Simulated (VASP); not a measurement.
Input of a VASP 6.6.1 run:

Contents of INCAR:

```
SYSTEM = TePb
ALGO = Normal
EDIFF = 1E-6
ENCUT = 520
GGA = PS
ISIF = 2
ISMEAR = -1
LASPH = .TRUE.
LCHARG = .FALSE.
LREAL = .FALSE.
LWAVE = .FALSE.
NBANDS = 17
NELM = 80
PREC = Accurate
SIGMA = 0.03
```

KPOINTS

```
k-points
0
G
  10 10 10
  0 0 0
```

POSCAR

```
TePb
1.0
    0.0000000000      3.1947300000      3.2270000000
    3.1947300000      0.0000000000      3.2270000000
    3.1947300000      3.1947300000      0.0000000000
Te Pb
1 1
Direct
    0.5000000000      0.5000000000      0.5000000000
    0.0000000000      0.0000000000      0.0000000000
```

Potentials or basis: VASP PAW PBE potentials, release 64 (Te, Pb_d).

Run with:

```console
$ cat potpaw_PBE.64/Te/POTCAR potpaw_PBE.64/Pb_d/POTCAR > POTCAR
$ mpirun -np 1 vasp_std > vasp.out
```

Q: What does it give for the band gap on the k mesh?

A: 0.61 eV.

Q: What does it give for the pressure?

A: 0.7 GPa.

Stress tensor (GPa, compression positive):
```
 1.10  0.00  0.00
 0.00  1.10  0.00
 0.00  0.00 -0.18
```

Caveat: the cell differs from its parent crystal (equal xx and yy strain of -1 %); the PAW data sets were made with another functional, which shifts forces and pressure a little; spin-orbit coupling is left out, which moves the levels of the heavy elements. A k mesh can miss the band edges.
